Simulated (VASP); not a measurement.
# C (P6_3/mmc) in VASP: a series of runs

Runs on C. Level: PBEsol. Tasks: single point.

The COD entry that gives the cell may itself be a prediction, so a difference from it is no test against experiment.

Program: VASP 6.6.1. These are calculated values, not measurements. Logs are shortened: lines on timing, memory, paths and dates and some standing lists are left out, and cuts for length are marked.

## (1) The cell of the first run

It takes space group P6_3/mmc (No. 194, hexagonal). Conventional cell: a = 2.471 Å, b = 2.471 Å, c = 8.069 Å, α = 90.00°, β = 90.00°, γ = 120.00°. C (site symmetry 3m) has 4 C at 1.51 Å within 2.0 Å. Within 2.0 Å of C (site symmetry 3m) lie 4 C at 1.51 Å.

## (2) Single point, PBEsol (volume scaled by 0.94)

Contents of INCAR:

```
SYSTEM = C
PREC = Accurate ; ENCUT = 520
EDIFF = 1E-6 ; ISMEAR = -1
SIGMA = 0.05 ; LREAL = .FALSE.
LASPH = .TRUE. ; NELM = 60
ALGO = Normal ; ISIF = 2
LWAVE = .FALSE. ; LCHARG = .FALSE.
GGA = PS ; NBANDS = 26
```

Contents of KPOINTS:

```
regular mesh
0
G
  12 12 4
  0 0 0
```

Contents of POSCAR:

```
C
1.0
    2.4706141248      0.0000000000      0.0000000000
   -1.2353070624      2.1396145950      0.0000000000
    0.0000000000      0.0000000000      8.0689487361
C
8
Direct
    0.6666666667      0.3333333333      0.8437500000
    0.3333333333      0.6666666667      0.3437500000
    0.6666666667      0.3333333333      0.6562500000
    0.3333333333      0.6666666667      0.1562500000
    0.0000000000      0.0000000000      0.9062500000
    0.0000000000      0.0000000000      0.4062500000
    0.0000000000      0.0000000000      0.5937500000
    0.0000000000      0.0000000000      0.0937500000
```

Potentials or basis: VASP PAW PBE potentials, release 64 (C).

The run is started by

```
$ cat potpaw_PBE.64/C/POTCAR > POTCAR
$ mpirun -np 1 vasp_std > vasp.out
```

OUTCAR:

```text
SYSTEM = C
   PREC = Accurate
   ENCUT = 520
   EDIFF = 1E-6
   ISMEAR = -1
   LREAL = .FALSE.
   LASPH = .TRUE.
   NELM = 60
   ISIF = 2
   GGA = PS

 ion  position               nearest neighbor table
   1  0.667  0.333  0.844-   3 1.51   5 1.51   5 1.51   5 1.51
   2  0.333  0.667  0.344-   4 1.51   6 1.51   6 1.51   6 1.51
   3  0.667  0.333  0.656-   1 1.51   7 1.51   7 1.51   7 1.51
   4  0.333  0.667  0.156-   2 1.51   8 1.51   8 1.51   8 1.51
   5  0.000  0.000  0.906-   8 1.51   1 1.51   1 1.51   1 1.51
   6  0.000  0.000  0.406-   7 1.51   2 1.51   2 1.51   2 1.51
   7  0.000  0.000  0.594-   6 1.51   3 1.51   3 1.51   3 1.51
   8  0.000  0.000  0.094-   5 1.51   4 1.51   4 1.51   4 1.51

  LATTYP: Found a hexagonal cell.
 ALAT       =     2.4706141248
 C/A-ratio  =     3.2659688355

  Lattice vectors:

 A1 = (   2.4706141248,   0.0000000000,   0.0000000000)
 A2 = (  -1.2353070624,   2.1396145950,   0.0000000000)
 A3 = (   0.0000000000,   0.0000000000,   8.0689487361)

Analysis of symmetry for initial positions (statically):
=====================================================================
 Subroutine PRICEL returns:
 Original cell was already a primitive cell.

 Routine SETGRP: Setting up the symmetry group for a
 hexagonal supercell.

 Subroutine GETGRP returns: Found 24 space group operations
 (whereof 12 operations were pure point group operations)
 out of a pool of 24 trial point group operations.

The static configuration has the point symmetry D_3d.
 The point group associated with its full space group is D_6h.

Analysis of symmetry for dynamics (positions and initial velocities):
=====================================================================
 Subroutine PRICEL returns:
 Original cell was already a primitive cell.

 Routine SETGRP: Setting up the symmetry group for a
 hexagonal supercell.

 Subroutine GETGRP returns: Found 24 space group operations
 (whereof 12 operations were pure point group operations)
 out of a pool of 24 trial point group operations.

The dynamic configuration has the point symmetry D_3d.
 The point group associated with its full space group is D_6h.

 Subroutine INISYM returns: Found 24 space group operations
 (whereof 12 operations are pure point group operations),
 and found     1 'primitive' translations

----------------------------------------------------------------------------------------

                                     Primitive cell

  volume of cell :      42.6538

  direct lattice vectors                    reciprocal lattice vectors
     2.470614125  0.000000000  0.000000000     0.404757663  0.233686946  0.000000000
    -1.235307062  2.139614595  0.000000000     0.000000000  0.467373892  0.000000000
     0.000000000  0.000000000  8.068948736     0.000000000  0.000000000  0.123931882

  length of vectors
     2.470614125  2.470614125  8.068948736     0.467373892  0.467373892  0.123931882

  position of ions in fractional coordinates (direct lattice)
     0.666666667  0.333333333  0.843750000
     0.333333333  0.666666667  0.343750000
     0.666666667  0.333333333  0.656250000
     0.333333333  0.666666667  0.156250000
     0.000000000  0.000000000  0.906250000
     0.000000000  0.000000000  0.406250000
     0.000000000  0.000000000  0.593750000
     0.000000000  0.000000000  0.093750000

  ion indices of the primitive-cell ions
   primitive index   ion index
                 1           1
                 2           2
                 3           3
                 4           4
                 5           5
                 6           6
                 7           7
                 8           8

----------------------------------------------------------------------------------------

 KPOINTS: regular mesh

Automatic generation of k-mesh.
 Grid dimensions read from file:
 generate k-points for:   12   12    4

 Generating k-lattice:

  Cartesian coordinates                     Fractional coordinates (reciprocal lattice)
     0.033729805  0.019473912  0.000000000     0.083333333 -0.000000000  0.000000000
     0.000000000  0.038947824  0.000000000     0.000000000  0.083333333  0.000000000
     0.000000000  0.000000000  0.030982970     0.000000000  0.000000000  0.250000000

  Length of vectors
     0.038947824  0.038947824  0.030982970

  Shift w.r.t. Gamma in fractional coordinates (k-lattice)
     0.000000000  0.000000000  0.000000000

 Subroutine IBZKPT returns following result:
 ===========================================

 Found     57 irreducible k-points:

 Following reciprocal coordinates:
            Coordinates               Weight
  0.000000  0.000000  0.000000      1.000000
  0.083333 -0.000000  0.000000      6.000000
  0.166667  0.000000  0.000000      6.000000
  0.250000 -0.000000  0.000000      6.000000
  0.333333 -0.000000  0.000000      6.000000
  0.416667 -0.000000  0.000000      6.000000
[... 16 lines left out ...]
  0.250000 -0.000000  0.250000     12.000000
  0.333333 -0.000000  0.250000     12.000000
 [... further k-points ...]
   k-points           NKPTS =     57   k-points in BZ     NKDIM =     57   number of bands    NBANDS=     26
   number of dos      NEDOS =    301   number of ions     NIONS =      8
   total plane-waves  NPLWV =  19440
   dimension x,y,z NGX =    18 NGY =   18 NGZ =   60
   dimension x,y,z NGXF=    36 NGYF=   36 NGZF=  120
   ions per type =               8
   NGX,Y,Z   is equivalent  to a cutoff of  12.11, 12.11, 12.36 a.u.
   NGXF,Y,Z  is equivalent  to a cutoff of  24.22, 24.22, 24.72 a.u.
 SYSTEM =  C
   PREC   = accura    normal or accurate (medium, high low for compatibility)
   ISTART =      0    job   : 0-new  1-cont  2-samecut
   ICHARG =      2    charge: 1-file 2-atom 10-const
   ISPIN  =      1    spin polarized calculation?
   LNONCOLLINEAR =      F non collinear calculations
   LSORBIT =      F    spin-orbit coupling
   LASPH  =      T    aspherical Exc in radial PAW
   ENCUT  =  520.0 eV  38.22 Ry    6.18 a.u.   4.59  4.59 15.00*2*pi/ulx,y,z
   NELM   =     60;   NELMIN=  2; NELMDL= -5     # of ELM steps
   EDIFF  = 0.1E-05   stopping-criterion for ELM
   LREAL  =      F    real-space projection
   EDIFFG = 0.1E-04   stopping-criterion for IOM
   NSW    =      0    number of steps for IOM
   IBRION =     -1    ionic relax: 0-MD 1-quasi-New 2-CG
   NFREE  =      0    steps in history (QN), initial steepest desc. (CG)
   ISIF   =      2    stress and relaxation
   ISYM   =      2    0-nonsym 1-usesym 2-fastsym
   POTIM  = 0.5000    time-step for ionic-motion
   TEBEG  =    0.0;   TEEND  =   0.0 temperature during run
   PSTRESS=    0.0 pullay stress
   NELECT =      32.0000    total number of electrons
   NUPDOWN=      -1.0000    fix difference up-down
   EMIN   =  10.00;   EMAX   =-10.00  energy-range for DOS
   EFERMI =   0.00;   METHOD = LEGACY
   ISMEAR =    -1;   SIGMA  =   0.05  broadening in eV -4-tet -1-fermi 0-gaus
   EFERMI_NEDOS =   21; number of points for ismear=-14 and -15
   IALGO  =     38    algorithm
   IMIX   =      4    mixing-type and parameters
     AMIX     =   0.40;   BMIX     =  1.00
     AMIX_MAG =   1.60;   BMIX_MAG =  1.00
  volume/ion in A,a.u.               =       5.33        35.98
  Fermi-wavevector in a.u.,A,eV,Ry     =   1.487553  2.811067 30.107147  2.212813
  Thomas-Fermi vector in A             =   2.600699
   LORBIT       =      0    0 simple, 1 ext, 2 COOP (PROOUT), +10 PAW based schemes
   GGA     = PS    functional components
   LHFCALC =     F    Hartree Fock is set to
   AEXX    =    0.0000 exact exchange contribution
   IVDW    =     0    specifies the selected vdW correction
   LEPSILON=     F    determine dielectric tensor
   LRPA    =     F    only Hartree local field effects (RPA)
 non-spin polarized calculation
  energy-cutoff  :      520.00
  volume of cell :       42.65
 maximum number of plane-waves:      1166
   NGX =  9   NGY =  9   NGZ = 31

 number of electron      31.9999992 magnetization

 Free energy of the ion-electron system (eV)
  ---------------------------------------------------
  ext. energy  EPLUGINS =         0.00000000
  ---------------------------------------------------
  free energy    TOTEN  =       -76.71393736 eV

  energy without entropy =      -76.71393736  energy(sigma->0) =      -76.71393736

 E-fermi :  11.7957     XC(G=0): -13.7370

 val. band max:       10.7771996590   @ k =   0.0000   0.0000   0.0000
 cond. band min:      15.1952938932   @ k =   0.4167  -0.0000   0.0000
 fundamental gap:      4.4180942343
 Fermi energy:        11.7957321593

 k-point     1 :       0.0000    0.0000    0.0000
  band No.  band energies     occupation
      1     -11.7601      2.00000
      2      -9.9877      2.00000
      3      -9.9345      2.00000
      4      -5.5257      2.00000
      5      -3.5698      2.00000
      6       3.6884      2.00000
[... 18 lines left out ...]
     25      19.5264      0.00000
     26      19.7932      0.00000

 k-point     2 :       0.0833   -0.0000    0.0000
  band No.  band energies     occupation
      1     -11.5817      2.00000
      2      -9.8125      2.00000
      3      -9.7585      2.00000
      4      -5.3685      2.00000
      5      -3.4009      2.00000
      6       3.7762      2.00000
[... 18 lines left out ...]
     25      19.8884      0.00000
     26      20.3580      0.00000

 k-point     3 :       0.1667    0.0000    0.0000
  band No.  band energies     occupation
      1     -11.0484      2.00000
      2      -9.2894      2.00000
      3      -9.2326      2.00000
      4      -4.8986      2.00000
      5      -2.9045      2.00000
      6       3.9524      2.00000
[... 572 lines left out ...]
 k-point    23 :       0.2500   -0.0000    0.2500
  band No.  band energies     occupation
      1     -10.0543      2.00000
      2      -9.1653      2.00000
      3      -7.4189      2.00000
      4      -4.9849      2.00000
      5      -1.1236      2.00000
      6       2.0218      2.00000
[... 18 lines left out ...]
     25      21.3542      0.00000
     26      22.8988      0.00000

 k-point    24 :       0.3333   -0.0000    0.2500
  band No.  band energies     occupation
      1      -8.8382      2.00000
      2      -7.9627      2.00000
      3      -6.2505      2.00000
      4      -3.8960      2.00000
      5      -0.8792      2.00000
      6       0.0512      2.00000
[... 18 lines left out ...]
     25      21.6302      0.00000
     26      23.9251      0.00000

 [... further k-points ...]
[... 5 lines left out ...]
  --------------------------------------------------------------------------------------
  -------------------------------------------------------------------------------------
  Total        5.9423019      5.9423019      9.8451140     -0.0000000      0.0000000      0.0000000
  in kB      223.2070277    223.2070277    369.8059596     -0.0000000      0.0000000      0.0000000
  external PRESSURE =     272.0733383 kB  Pullay stress =       0.0000000 kB

 VOLUME and BASIS-vectors are now :
 -----------------------------------------------------------------------------
  energy-cutoff  :      520.00
  volume of cell :       42.65
      direct lattice vectors                 reciprocal lattice vectors
     2.470614125  0.000000000  0.000000000     0.404757663  0.233686946  0.000000000
    -1.235307062  2.139614595  0.000000000     0.000000000  0.467373892  0.000000000
     0.000000000  0.000000000  8.068948736     0.000000000  0.000000000  0.123931882

 POSITION                                       TOTAL-FORCE (eV/Angst)
 -----------------------------------------------------------------------------------
      1.23531      0.71320      6.80818         0.000000      0.000000      0.361936
     -0.00000      1.42641      2.77370        -0.000000      0.000000      0.361936
      1.23531      0.71320      5.29525         0.000000      0.000000     -0.361936
     -0.00000      1.42641      1.26077        -0.000000     -0.000000     -0.361936
      0.00000      0.00000      7.31248         0.000000     -0.000000      0.371935
      0.00000      0.00000      3.27801        -0.000000      0.000000      0.371935
      0.00000      0.00000      4.79094         0.000000     -0.000000     -0.371935
      0.00000      0.00000      0.75646        -0.000000      0.000000     -0.371935
 -----------------------------------------------------------------------------------
    total drift:                                0.000000      0.000000      0.000000

  FREE ENERGIE OF THE ION-ELECTRON SYSTEM (eV)
  ---------------------------------------------------
  free  energy   TOTEN  =       -76.7139373635 eV

  energy  without entropy=      -76.7139373635  energy(sigma->0) =      -76.71393736
```

It took 23 s on 1 thread of Intel Xeon 6975P-C (Granite Rapids), shared host; peak memory 0.17 GiB.

Results:

```yaml
Free_energy: -76.7139 eV
Pressure: 27.2 GPa
Largest_force: 0.372 eV/Å
Band_gap_on_the_k_mesh: 4.42 eV, indirect (least direct gap 5.26 eV)
```

Forces in eV/Å, atoms in the order of the input:
```
C    0.000  0.000  0.362
C    0.000  0.000  0.362
C    0.000  0.000 -0.362
C    0.000  0.000 -0.362
C    0.000  0.000  0.372
C    0.000  0.000  0.372
C    0.000  0.000 -0.372
C    0.000  0.000 -0.372
```

Caveat: the PAW data sets were made with another functional, which shifts forces and pressure a little. A k mesh can miss the band edges.

## (3) Single point, PBEsol (volume scaled by 0.96)

Contents of INCAR:

```
SYSTEM = C
PREC = Accurate
ENCUT = 520
EDIFF = 1E-6
ISMEAR = -1
SIGMA = 0.05
LREAL = .False.
LASPH = .True.
NELM = 60
ALGO = Normal
ISIF = 2
LWAVE = .False.
LCHARG = .True.
GGA = PS
LELF = .True.
LVHAR = .True.
NBANDS = 26
```

Contents of KPOINTS:

```
Automatic mesh
0
Gamma
  12 12 4
  0 0 0
```

POSCAR, as its differences from that of step 2:

```diff
@@ -2,5 +2,5 @@
 1.0
-    2.4706141248      0.0000000000      0.0000000000
-   -1.2353070624      2.1396145950      0.0000000000
-    0.0000000000      0.0000000000      8.0689487361
+    2.4880133891      0.0000000000      0.0000000000
+   -1.2440066945      2.1546827999      0.0000000000
+    0.0000000000      0.0000000000      8.1257741910
 C
```

Potentials or basis: VASP PAW PBE potentials, release 64 (C).

The run is started by

```
$ cat potpaw_PBE.64/C/POTCAR > POTCAR
$ mpirun -np 1 vasp_std > vasp.out
```

OUTCAR:

```text
SYSTEM = C
   PREC = Accurate
   ENCUT = 520
   EDIFF = 1E-6
   ISMEAR = -1
   LREAL = .False.
   LASPH = .True.
   NELM = 60
   ISIF = 2
   GGA = PS

 ion  position               nearest neighbor table
   1  0.667  0.333  0.844-   3 1.52   5 1.52   5 1.52   5 1.52
   2  0.333  0.667  0.344-   4 1.52   6 1.52   6 1.52   6 1.52
   3  0.667  0.333  0.656-   1 1.52   7 1.52   7 1.52   7 1.52
   4  0.333  0.667  0.156-   2 1.52   8 1.52   8 1.52   8 1.52
   5  0.000  0.000  0.906-   8 1.52   1 1.52   1 1.52   1 1.52
   6  0.000  0.000  0.406-   7 1.52   2 1.52   2 1.52   2 1.52
   7  0.000  0.000  0.594-   6 1.52   3 1.52   3 1.52   3 1.52
   8  0.000  0.000  0.094-   5 1.52   4 1.52   4 1.52   4 1.52

  LATTYP: Found a hexagonal cell.
 ALAT       =     2.4880133891
 C/A-ratio  =     3.2659688355

  Lattice vectors:

 A1 = (   2.4880133891,   0.0000000000,   0.0000000000)
 A2 = (  -1.2440066945,   2.1546827999,   0.0000000000)
 A3 = (   0.0000000000,   0.0000000000,   8.1257741910)

Analysis of symmetry for initial positions (statically):
[... 188 lines left out ...]

 val. band max:       10.4564891754   @ k =   0.0000   0.0000   0.0000
 cond. band min:      14.8251900938   @ k =   0.4167   0.0000   0.0000
 fundamental gap:      4.3687009184
 Fermi energy:        11.4723610529

 k-point     1 :       0.0000    0.0000    0.0000
  band No.  band energies     occupation
      1     -11.7830      2.00000
      2     -10.0356      2.00000
      3      -9.9833      2.00000
      4      -5.6760      2.00000
      5      -3.6403      2.00000
      6       3.4772      2.00000
[... 685 lines left out ...]
     25      21.1548      0.00000
     26      23.2902      0.00000

 [... further k-points ...]
[... 5 lines left out ...]
  --------------------------------------------------------------------------------------
  -------------------------------------------------------------------------------------
  Total        3.1138007      3.1138007      6.8858654      0.0000000     -0.0000000      0.0000000
  in kB      114.5250757    114.5250757    253.2609905      0.0000000     -0.0000000      0.0000000
  external PRESSURE =     160.7703806 kB  Pullay stress =       0.0000000 kB

 VOLUME and BASIS-vectors are now :
 -----------------------------------------------------------------------------
  energy-cutoff  :      520.00
  volume of cell :       43.56
      direct lattice vectors                 reciprocal lattice vectors
     2.488013389  0.000000000  0.000000000     0.401927097  0.232052718  0.000000000
    -1.244006694  2.154682800  0.000000000     0.000000000  0.464105436  0.000000000
     0.000000000  0.000000000  8.125774191     0.000000000  0.000000000  0.123065197

 POSITION                                       TOTAL-FORCE (eV/Angst)
 -----------------------------------------------------------------------------------
      1.24401      0.71823      6.85612         0.000000     -0.000000      0.349284
     -0.00000      1.43646      2.79323         0.000000     -0.000000      0.349284
      1.24401      0.71823      5.33254        -0.000000      0.000000     -0.349284
     -0.00000      1.43646      1.26965         0.000000      0.000000     -0.349284
      0.00000      0.00000      7.36398         0.000000      0.000000      0.357132
      0.00000      0.00000      3.30110         0.000000     -0.000000      0.357132
      0.00000      0.00000      4.82468        -0.000000     -0.000000     -0.357132
      0.00000      0.00000      0.76179         0.000000     -0.000000     -0.357132
 -----------------------------------------------------------------------------------
    total drift:                               -0.000000      0.000000      0.000000

  FREE ENERGIE OF THE ION-ELECTRON SYSTEM (eV)
  ---------------------------------------------------
  free  energy   TOTEN  =       -76.8373626740 eV

  energy  without entropy=      -76.8373626740  energy(sigma->0) =      -76.83736267
```

Run time: 27 s. Hardware: 1 thread of Intel Xeon 6975P-C (Granite Rapids), shared host; peak memory 0.18 GiB.

What came out:

* Free energy: -76.8374 eV
* Pressure: 16.1 GPa
* Largest force: 0.357 eV/Å
* Band gap on the k mesh: 4.37 eV, indirect (least direct gap 5.21 eV)

Forces in eV/Å, atoms in the order of the input:
```
C    0.000  0.000  0.349
C    0.000  0.000  0.349
C    0.000  0.000 -0.349
C    0.000  0.000 -0.349
C    0.000  0.000  0.357
C    0.000  0.000  0.357
C    0.000  0.000 -0.357
C    0.000  0.000 -0.357
```

Stress tensor (GPa, compression positive):
```
11.45  0.00  0.00
 0.00 11.45  0.00
 0.00  0.00 25.33
```

Caveat: the PAW data sets were made with another functional, which shifts forces and pressure a little. A k mesh can miss the band edges.

(Continued in part 2 of 2.)
